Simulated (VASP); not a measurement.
# Zn (P6_3/mmc) in VASP: relaxation of cell and atoms with PBEsol

Aim: the relaxation of cell and atoms of Zn with PBEsol.

Everything below comes from runs of VASP 6.6.1. Logs are shortened: lines on timing, memory, paths and dates and some standing lists are left out, and cuts for length are marked.

**1. The cell of the first run**

It takes space group P6_3/mmc (No. 194, hexagonal). The conventional cell has a = 2.670 Å, b = 2.670 Å, c = 4.966 Å, α = 90.00°, β = 90.00°, γ = 120.00°. Within 3.5 Å of Zn (site symmetry -6m2) lie 12 Zn at 2.67 to 2.92 Å.

**2. Relaxation of cell and atoms, PBEsol**

Input file INCAR:

```
ALGO = Normal
EDIFF = 1E-6
EDIFFG = -0.01
ENCUT = 600
GGA = PS
IBRION = 2
ISIF = 3
ISMEAR = -1
LASPH = T
LCHARG = F
LREAL = F
LWAVE = F
NELM = 100
NSW = 60
PREC = Accurate
SIGMA = 0.1
```

Input file KPOINTS:

```
k-points
0
Gamma
  20 20 10
```

Input file POSCAR:

```
Zn
1.0
    2.6700000000      0.0000000000      0.0000000000
   -1.3350000000      2.3122900000      0.0000000000
    0.0000000000      0.0000000000      4.9660000000
Zn
2
Direct
    0.3333333333      0.6666666667      0.2500000000
    0.6666666667      0.3333333333      0.7500000000
```

Potentials or basis: VASP PAW PBE potentials, release 64 (Zn).

Run with:

```sh
> cat potpaw_PBE.64/Zn/POTCAR > POTCAR
> mpirun -np 1 vasp_std > vasp.out
```

OUTCAR:

```text
EDIFF = 1E-6
   EDIFFG = -0.01
   ENCUT = 600
   GGA = PS
   IBRION = 2
   ISIF = 3
   ISMEAR = -1
   LASPH = T
   LREAL = F
   NELM = 100
   NSW = 60
   PREC = Accurate

 ion  position               nearest neighbor table
   1  0.333  0.667  0.250-   2 2.92   2 2.92   2 2.92   2 2.92   2 2.92   2 2.92
   2  0.667  0.333  0.750-   1 2.92   1 2.92   1 2.92   1 2.92   1 2.92   1 2.92

  LATTYP: Found a hexagonal cell.
 ALAT       =     2.6700000000
 C/A-ratio  =     1.8599250936

  Lattice vectors:

 A1 = (   2.6700000000,   0.0000000000,   0.0000000000)
 A2 = (  -1.3350000000,   2.3122900000,   0.0000000000)
 A3 = (   0.0000000000,   0.0000000000,   4.9660000000)

Analysis of symmetry for initial positions (statically):
=====================================================================
 Subroutine PRICEL returns:
 Original cell was already a primitive cell.

 Routine SETGRP: Setting up the symmetry group for a
 hexagonal supercell.

 Subroutine GETGRP returns: Found 24 space group operations
 (whereof 12 operations were pure point group operations)
 out of a pool of 24 trial point group operations.

The static configuration has the point symmetry D_3d.
 The point group associated with its full space group is D_6h.

Analysis of symmetry for dynamics (positions and initial velocities):
=====================================================================
 Subroutine PRICEL returns:
 Original cell was already a primitive cell.

 Routine SETGRP: Setting up the symmetry group for a
 hexagonal supercell.

 Subroutine GETGRP returns: Found 24 space group operations
 (whereof 12 operations were pure point group operations)
 out of a pool of 24 trial point group operations.

The dynamic configuration has the point symmetry D_3d.
 The point group associated with its full space group is D_6h.

 Subroutine INISYM returns: Found 24 space group operations
 (whereof 12 operations are pure point group operations),
 and found     1 'primitive' translations

----------------------------------------------------------------------------------------

                                     Primitive cell

  volume of cell :      30.6592

  direct lattice vectors                    reciprocal lattice vectors
     2.670000000  0.000000000  0.000000000     0.374531835  0.216235853  0.000000000
    -1.335000000  2.312290000  0.000000000     0.000000000  0.432471706  0.000000000
[... 109 lines left out ...]
   LORBIT       =      0    0 simple, 1 ext, 2 COOP (PROOUT), +10 PAW based schemes
   GGA     = PS    functional components
   LHFCALC =     F    Hartree Fock is set to
   AEXX    =    0.0000 exact exchange contribution
   IVDW    =     0    specifies the selected vdW correction
   LEPSILON=     F    determine dielectric tensor
   LRPA    =     F    only Hartree local field effects (RPA)
 conjugate gradient relaxation of ions
 non-spin polarized calculation
  energy-cutoff  :      600.00
  volume of cell :       30.66
 maximum number of plane-waves:      1064
 NGX is ok and might be reduce to    24
   NGX = 11   NGY = 11   NGZ = 19

--------------------------------------- Ionic step        1  -------------------------------------------

 number of electron      24.0000003 magnetization

 Free energy of the ion-electron system (eV)
  ---------------------------------------------------
  ext. energy  EPLUGINS =         0.00000000
  ---------------------------------------------------
  free energy    TOTEN  =        -3.13385840 eV

  energy without entropy =       -3.11713278  energy(sigma->0) =       -3.12549559

------------------------ aborting loop because EDIFF is reached ----------------------------------------

  FORCE on cell =-STRESS in cart. coord.  units (eV):
  Direction    XX          YY          ZZ          XY          YZ          ZX
  --------------------------------------------------------------------------------------
  -------------------------------------------------------------------------------------
  Total       -1.1585326     -1.1585348     -0.8076245     -0.0000000      0.0000000      0.0000000
  in kB      -60.5422514    -60.5423651    -42.2046000     -0.0000000      0.0000000      0.0000000
  external PRESSURE =     -54.4297388 kB  Pullay stress =       0.0000000 kB
[... 89 lines left out ...]
  FREE ENERGIE OF THE ION-ELECTRON SYSTEM (eV)
  ---------------------------------------------------
  free  energy   TOTEN  =        -3.1724906038 eV

  energy  without entropy=       -3.1570756128  energy(sigma->0) =       -3.16478311

[... ionic steps 4 to 9 ...]

--------------------------------------- Ionic step       10  -------------------------------------------

 number of electron      24.0000009 magnetization

------------------------ aborting loop because EDIFF is reached ----------------------------------------
[... 67 lines left out ...]
--------------------------------------- Ionic step       12  -------------------------------------------

 number of electron      24.0000006 magnetization

 Free energy of the ion-electron system (eV)
  ---------------------------------------------------
  ext. energy  EPLUGINS =         0.00000000
  ---------------------------------------------------
  free energy    TOTEN  =        -3.17586987 eV

  energy without entropy =       -3.16266094  energy(sigma->0) =       -3.16926541

 E-fermi :   3.5521     XC(G=0): -12.1194

 val. band max:        3.5297175657   @ k =   0.3500  -0.0000   0.0000
 cond. band min:       3.5945521312   @ k =   0.4000   0.0000   0.0000
 fundamental gap:      0.0648345655
 Fermi energy:         3.5521440815

 k-point     1 :       0.0000    0.0000    0.0000
  band No.  band energies     occupation
      1      -7.5328      2.00000
      2      -5.3507      2.00000
      3      -4.5257      2.00000
      4      -4.3327      2.00000
      5      -4.3326      2.00000
      6      -4.2594      2.00000
[... 433 lines left out ...]
      3      -4.6627      2.00000
      4      -4.4179      2.00000
      5      -4.3519      2.00000
      6      -4.2655      2.00000
[... 8 lines left out ...]
     15      12.2815      0.00000
     16      14.7978      0.00000

 [... further k-points ...]

------------------------ aborting loop because EDIFF is reached ----------------------------------------

  FORCE on cell =-STRESS in cart. coord.  units (eV):
  Direction    XX          YY          ZZ          XY          YZ          ZX
  --------------------------------------------------------------------------------------
  -------------------------------------------------------------------------------------
  Total        0.0147345      0.0147345      0.0040078      0.0000000      0.0000000      0.0000000
  in kB        0.8382198      0.8382213      0.2279948      0.0000000      0.0000000      0.0000000
  external PRESSURE =       0.6348120 kB  Pullay stress =       0.0000000 kB
[... 17 lines left out ...]
  FREE ENERGIE OF THE ION-ELECTRON SYSTEM (eV)
  ---------------------------------------------------
  free  energy   TOTEN  =        -3.1758698710 eV

  energy  without entropy=       -3.1626609397  energy(sigma->0) =       -3.16926541

 reached required accuracy - stopping structural energy minimisation
```

Run time: 6.2 min. Hardware: 1 thread of AMD EPYC 9R45 (Zen 5), shared host; peak memory 0.24 GiB.

What came out:

```yaml
Free_energy: -3.1759 eV
Relaxed_volume: 14.08 Å³/atom
Relaxed_cell: a = 2.639 Å, b = 2.639 Å, c = 4.671 Å, α = 90.00°, β = 90.00°, γ = 120.00°
Space_group_after_relaxing_to_0.1_Å: P6_3/mmc (No. 194)
Energy_gained_by_relaxing: 21.0 meV/atom
Ionic_steps: 12
Pressure_after_relaxing: 0.1 GPa
Band_gap_on_the_k_mesh: zero (bands 12 and 13 overlap by 4.07 eV)
```

Step by step:
| step | energy change (eV) | largest force (eV/Å) | pressure (GPa) | volume (Å³) |
| --- | --- | --- | --- | --- |
| 1 | 0.0000 | 0.0000 | -5.44 | 30.66 |
| 2 | -0.0382 | 0.0000 | 0.67 | 28.41 |
| 3 | -0.0386 | 0.0000 | -0.03 | 28.61 |
| 4 | -0.0386 | 0.0000 | -0.11 | 28.65 |
| 5 | -0.0387 | 0.0000 | 0.03 | 28.63 |
| 6 | -0.0390 | 0.0000 | -0.23 | 28.59 |
| 7 | -0.0397 | 0.0000 | -0.16 | 28.50 |
| 8 | -0.0412 | 0.0000 | -0.14 | 28.32 |
| 9 | -0.0397 | 0.0000 | 0.58 | 27.93 |
| 10 | -0.0419 | 0.0000 | -0.05 | 28.22 |
| 11 | -0.0417 | 0.0000 | 0.18 | 28.07 |
| 12 | -0.0420 | 0.0000 | 0.06 | 28.16 |

Final structure:
```xyz
2
Lattice="2.6386 0.0000 0.0000 -1.3193 2.2851 0.0000 0.0000 0.0000 4.6708" Properties=species:S:1:pos:R:3 pbc="T T T"
Zn    0.0000    1.5234    1.1677
Zn    1.3193    0.7617    3.5031
```

Caveat: the PAW data sets were made with another functional, which shifts forces and pressure a little.

The gap in the log of VASP goes by the Fermi energy; the results here count the filled bands.